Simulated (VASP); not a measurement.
# GaCo (P4/mmm) in VASP: single point with PBEsol

Aim: the single point of GaCo with PBEsol.

All numbers are computed with VASP 6.6.1; they aren't measurements. Logs are shortened: lines on timing, memory, paths and dates and some standing lists are left out, and cuts for length are marked.

## 1. The cell of the first run

The structure is tetragonal, space group P4/mmm (No. 123). Conventional cell: a = 3.027 Å, b = 3.027 Å, c = 2.739 Å, α = 90.00°, β = 90.00°, γ = 90.00°. Ga (site symmetry 4/mmm) has 8 Co at 2.54 Å and 6 Ga at 2.74 to 3.03 Å within 3.4 Å. Within 3.4 Å of Co (site symmetry 4/mmm) lie 8 Ga at 2.54 Å and 6 Co at 2.74 to 3.03 Å.

## 2. Single point, PBEsol (strain +0.050 along x and y, -0.050 along z)

INCAR

```
SYSTEM = GaCo
PREC     = Accurate       ! precision mode
ENCUT    = 520            ! plane-wave cutoff, eV
EDIFF    = 1E-7           ! SCF threshold, eV
ISMEAR   = 0              ! smearing method
SIGMA    = 0.15           ! smearing width, eV
LREAL    = .FALSE.        ! projectors in reciprocal space
LASPH    = .TRUE.         ! aspherical terms in the spheres
NELM     = 60             ! most SCF steps
ALGO     = Fast           ! electronic algorithm
ISIF     = 2              ! what is computed and relaxed
LWAVE    = .FALSE.        ! write WAVECAR
LCHARG   = .FALSE.        ! write CHGCAR
GGA      = PS             ! functional
NBANDS   = 18             ! bands
```

KPOINTS

```
regular mesh
0
G
  16 16 16
  0 0 0
```

POSCAR

```
GaCo
1.0
    3.0272550000      0.0000000000      0.0000000000
    0.0000000000      3.0272550000      0.0000000000
    0.0000000000      0.0000000000      2.7389450000
Ga Co
1 1
Direct
    0.5000000000      0.5000000000      0.5000000000
    0.0000000000      0.0000000000      0.0000000000
```

Potentials or basis: VASP PAW PBE potentials, release 64 (Ga_d, Co).

Run with:

```console
$ cat potpaw_PBE.64/Ga_d/POTCAR potpaw_PBE.64/Co/POTCAR > POTCAR
$ mpirun -np 1 vasp_std > vasp.out
```

OUTCAR:

```text
SYSTEM = GaCo
   PREC = Accurate
   ENCUT = 520
   EDIFF = 1E-7
   ISMEAR = 0
   LREAL = .FALSE.
   LASPH = .TRUE.
   NELM = 60
   ISIF = 2
   GGA = PS

 ion  position               nearest neighbor table
   1  0.500  0.500  0.500-   2 2.54   2 2.54   2 2.54   2 2.54   2 2.54   2 2.54   2 2.54   2 2.54

   2  0.000  0.000  0.000-   1 2.54   1 2.54   1 2.54   1 2.54   1 2.54   1 2.54   1 2.54   1 2.54

  LATTYP: Found a simple tetragonal cell.
 ALAT       =     3.0272550000
 C/A-ratio  =     0.9047619048

  Lattice vectors:

 A1 = (   3.0272550000,   0.0000000000,   0.0000000000)
 A2 = (   0.0000000000,   3.0272550000,   0.0000000000)
 A3 = (   0.0000000000,   0.0000000000,   2.7389450000)

Analysis of symmetry for initial positions (statically):
=====================================================================
 Subroutine PRICEL returns:
 Original cell was already a primitive cell.

 Routine SETGRP: Setting up the symmetry group for a
 simple tetragonal supercell.

 Subroutine GETGRP returns: Found 16 space group operations
 (whereof 16 operations were pure point group operations)
 out of a pool of 16 trial point group operations.

The static configuration has the point symmetry D_4h.

Analysis of symmetry for dynamics (positions and initial velocities):
=====================================================================
 Subroutine PRICEL returns:
 Original cell was already a primitive cell.

 Routine SETGRP: Setting up the symmetry group for a
 simple tetragonal supercell.

 Subroutine GETGRP returns: Found 16 space group operations
 (whereof 16 operations were pure point group operations)
 out of a pool of 16 trial point group operations.

The dynamic configuration has the point symmetry D_4h.

 Subroutine INISYM returns: Found 16 space group operations
 (whereof 16 operations are pure point group operations),
 and found     1 'primitive' translations

----------------------------------------------------------------------------------------

                                     Primitive cell

  volume of cell :      25.1004

  direct lattice vectors                    reciprocal lattice vectors
     3.027255000  0.000000000  0.000000000     0.330332265  0.000000000  0.000000000
     0.000000000  3.027255000  0.000000000     0.000000000  0.330332265  0.000000000
     0.000000000  0.000000000  2.738945000     0.000000000  0.000000000  0.365104082

  length of vectors
     3.027255000  3.027255000  2.738945000     0.330332265  0.330332265  0.365104082

[... 76 lines left out ...]
   LSORBIT =      F    spin-orbit coupling
   LASPH  =      T    aspherical Exc in radial PAW
   ENCUT  =  520.0 eV  38.22 Ry    6.18 a.u.   5.63  5.63  5.09*2*pi/ulx,y,z
   NELM   =     60;   NELMIN=  2; NELMDL= -5     # of ELM steps
   EDIFF  = 0.1E-06   stopping-criterion for ELM
   LREAL  =      F    real-space projection
   EDIFFG = 0.1E-05   stopping-criterion for IOM
   NSW    =      0    number of steps for IOM
   IBRION =     -1    ionic relax: 0-MD 1-quasi-New 2-CG
   NFREE  =      0    steps in history (QN), initial steepest desc. (CG)
   ISIF   =      2    stress and relaxation
   ISYM   =      2    0-nonsym 1-usesym 2-fastsym
   POTIM  = 0.5000    time-step for ionic-motion
   TEBEG  =    0.0;   TEEND  =   0.0 temperature during run
   PSTRESS=    0.0 pullay stress
   NELECT =      22.0000    total number of electrons
   NUPDOWN=      -1.0000    fix difference up-down
   EMIN   =  10.00;   EMAX   =-10.00  energy-range for DOS
   EFERMI =   0.00;   METHOD = LEGACY
   ISMEAR =     0;   SIGMA  =   0.15  broadening in eV -4-tet -1-fermi 0-gaus
   EFERMI_NEDOS =   21; number of points for ismear=-14 and -15
   IALGO  =     68    algorithm
   IMIX   =      4    mixing-type and parameters
     AMIX     =   0.40;   BMIX     =  1.00
     AMIX_MAG =   1.60;   BMIX_MAG =  1.00
  volume/ion in A,a.u.               =      12.55        84.69
  Fermi-wavevector in a.u.,A,eV,Ry     =   1.566710  2.960653 33.396592  2.454580
  Thomas-Fermi vector in A             =   2.668998
   LORBIT       =      0    0 simple, 1 ext, 2 COOP (PROOUT), +10 PAW based schemes
   GGA     = PS    functional components
   LHFCALC =     F    Hartree Fock is set to
   AEXX    =    0.0000 exact exchange contribution
   IVDW    =     0    specifies the selected vdW correction
   LEPSILON=     F    determine dielectric tensor
   LRPA    =     F    only Hartree local field effects (RPA)
 non-spin polarized calculation
 RMM-DIIS sequential band-by-band and
 Gauss-broadening in eV      SIGMA  =   0.15
  energy-cutoff  :      520.00
  volume of cell :       25.10
 maximum number of plane-waves:       696
 NGX is ok and might be reduce to    24
   NGX = 11   NGY = 11   NGZ = 11

 number of electron      22.0000020 magnetization

 Free energy of the ion-electron system (eV)
  ---------------------------------------------------
  ext. energy  EPLUGINS =         0.00000000
  ---------------------------------------------------
  free energy    TOTEN  =       -11.62411967 eV

  energy without entropy =      -11.60483877  energy(sigma->0) =      -11.61447922

 E-fermi :   8.8207     XC(G=0): -13.0484

 val. band max:        8.8187554488   @ k =   0.5000   0.0625   0.3125
 cond. band min:       8.8228585018   @ k =   0.5000   0.1875   0.1250
 fundamental gap:      0.0041030531
 Fermi energy:         8.8206537951

 k-point     1 :       0.0000    0.0000    0.0000
  band No.  band energies     occupation
      1      -6.1757      2.00000
      2      -6.0504      2.00000
      3      -5.8200      2.00000
      4      -5.7736      2.00000
      5      -5.7736      2.00000
      6      -2.7561      2.00000
[... 481 lines left out ...]
      5      -5.7717      2.00000
      6       0.9276      2.00000
[... 10 lines left out ...]
     17      23.7827      0.00000
     18      23.9564      0.00000

 [... further k-points ...]
[... 5 lines left out ...]
  --------------------------------------------------------------------------------------
  -------------------------------------------------------------------------------------
  Total       -2.7270099     -2.7270099     -1.0509809      0.0000000     -0.0000000      0.0000000
  in kB     -174.0668113   -174.0668113    -67.0847899      0.0000000     -0.0000000      0.0000000
  external PRESSURE =    -138.4061375 kB  Pullay stress =       0.0000000 kB

 VOLUME and BASIS-vectors are now :
 -----------------------------------------------------------------------------
  energy-cutoff  :      520.00
  volume of cell :       25.10
      direct lattice vectors                 reciprocal lattice vectors
     3.027255000  0.000000000  0.000000000     0.330332265  0.000000000  0.000000000
     0.000000000  3.027255000  0.000000000     0.000000000  0.330332265  0.000000000
     0.000000000  0.000000000  2.738945000     0.000000000  0.000000000  0.365104082

 POSITION                                       TOTAL-FORCE (eV/Angst)
 -----------------------------------------------------------------------------------
      1.51363      1.51363      1.36947         0.000000      0.000000      0.000000
      0.00000      0.00000      0.00000         0.000000      0.000000      0.000000
 -----------------------------------------------------------------------------------
    total drift:                                0.000000     -0.000000     -0.000000

  FREE ENERGIE OF THE ION-ELECTRON SYSTEM (eV)
  ---------------------------------------------------
  free  energy   TOTEN  =       -11.6241196678 eV

  energy  without entropy=      -11.6048387682  energy(sigma->0) =      -11.61447922
```

OSZICAR:

```text
N       E                     dE             d eps       ncg     rms          rms(c)
DAV:   1     0.103560796488E+03    0.10356E+03   -0.10502E+04 15882   0.216E+03
DAV:   2    -0.620538417594E+01   -0.10977E+03   -0.10545E+03 14842   0.323E+02
DAV:   3    -0.127616203185E+02   -0.65562E+01   -0.64732E+01 16056   0.788E+01
DAV:   4    -0.128710628358E+02   -0.10944E+00   -0.10935E+00 17744   0.986E+00
DAV:   5    -0.128751985064E+02   -0.41357E-02   -0.41352E-02 18100   0.173E+00    0.103E+01
RMM:   6    -0.146414052849E+02   -0.17662E+01   -0.11634E+01 18266   0.332E+01    0.148E+01
RMM:   7    -0.116591958425E+02    0.29822E+01   -0.34102E+00 18332   0.185E+01    0.177E+00
RMM:   8    -0.116274591480E+02    0.31737E-01   -0.12066E-01 19812   0.346E+00    0.436E-01
RMM:   9    -0.116243966523E+02    0.30625E-02   -0.41244E-02 21566   0.152E+00    0.281E-01
RMM:  10    -0.116239802398E+02    0.41641E-03   -0.51588E-03 20493   0.666E-01    0.109E-01
RMM:  11    -0.116240858561E+02   -0.10562E-03   -0.13267E-03 23980   0.244E-01    0.648E-02
RMM:  12    -0.116241105835E+02   -0.24727E-04   -0.26309E-04 25173   0.112E-01    0.114E-02
RMM:  13    -0.116241150536E+02   -0.44701E-05   -0.78626E-05 25177   0.568E-02    0.615E-03
RMM:  14    -0.116241180555E+02   -0.30019E-05   -0.31689E-05 25589   0.313E-02    0.487E-03
RMM:  15    -0.116241190644E+02   -0.10089E-05   -0.88330E-06 23021   0.179E-02    0.398E-03
RMM:  16    -0.116241194350E+02   -0.37057E-06   -0.48246E-06 21436   0.124E-02    0.120E-03
RMM:  17    -0.116241196160E+02   -0.18099E-06   -0.15875E-06 18609   0.731E-03    0.635E-04
RMM:  18    -0.116241196678E+02   -0.51800E-07   -0.81468E-07 16555   0.523E-03
   1 F= -.11624120E+02 E0= -.11614479E+02  d E =-.192809E-01
```

stdout:

```text
POSCAR found type information on POSCAR GaCo
 POSCAR found :  2 types and       2 ions
 scaLAPACK will be used
 -----------------------------------------------------------------------------
|                                                                             |
|                                                                             |
|     You enforced a specific xc type in the INCAR file but a different       |
|     I HOPE YOU KNOW WHAT YOU ARE DOING!                                     |
|                                                                             |
 -----------------------------------------------------------------------------

 LDA part: xc-table for (Slater+PW92), standard interpolation
 POSCAR, INCAR and KPOINTS ok, starting setup
 FFT: planning ... GRIDC
 FFT: planning ... GRID_SOFT
 FFT: planning ... GRID
 WAVECAR not read
 entering main loop
 num prob  num prob RMM:  17    -0.116241196160E+02   -0.18099E-06   -0.15875E-06 18609   0.731E-03    0.635E-04
 num prob RMM:  18    -0.116241196678E+02   -0.51800E-07   -0.81468E-07 16555   0.523E-03
```

Run time: 64 s. Hardware: 1 thread of Intel Xeon 6975P-C (Granite Rapids), shared host; peak memory 0.29 GiB.

Results:

```yaml
Free_energy: -11.6241 eV
Pressure: -13.8 GPa
Band_gap_on_the_k_mesh: zero (bands 11 and 12 overlap by 1.63 eV)
```

Stress tensor (GPa, compression positive):
```
-17.41   0.00   0.00
  0.00 -17.41   0.00
  0.00   0.00  -6.71
```

Caveat: the cell differs from its parent crystal (strain +0.050 along x and y, -0.050 along z); the stress differs along the axes, from -17 to -7 GPa; the PAW data sets were made with another functional, which shifts forces and pressure a little; the run has no spin polarisation, though such a crystal can be magnetic.
